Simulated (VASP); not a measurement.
Ge, 24 atoms in the cell. The typed cell holds 24 atoms: a = 7.819 Å, b = 7.834 Å, c = 7.834 Å, α = 80.03°, β = 79.79°, γ = 79.79°.  This cell differs from its parent crystal: dynamics (nvt langevin) at 1500 K, volume x 1.04, from the last frame before.

* Program: VASP 6.6.1
* Task: single point
* Functional: PBEsol
* Potentials or basis: VASP PAW PBE potentials, release 64 (Ge_d)
* Cutoff: 520 eV
* k mesh: 2 × 2 × 2, shifted
* Occupations: fermi-dirac, width 0.1293 eV
* Spin: no spin polarisation
* Dipole correction: no
* Further INCAR settings: LREAL = Auto; ALGO = Normal; EDIFF = 1e-06; NBANDS = 186

Potentials or basis: VASP PAW PBE potentials, release 64 (Ge_d).

The run is started by

```sh
$ cat potpaw_PBE.64/Ge_d/POTCAR > POTCAR
$ mpirun -np 1 vasp_std > vasp.out
```

Hardware: 1 thread of Oxide Virtual Turin-like Processor, on a shared host.

Problem. How long does it take, and how much memory?

Solution. Run time: 15 min on 1 thread of Oxide Virtual Turin-like Processor, with other jobs on the host, peak memory 0.59 GiB. Counts: scf iterations 18, k points 4.
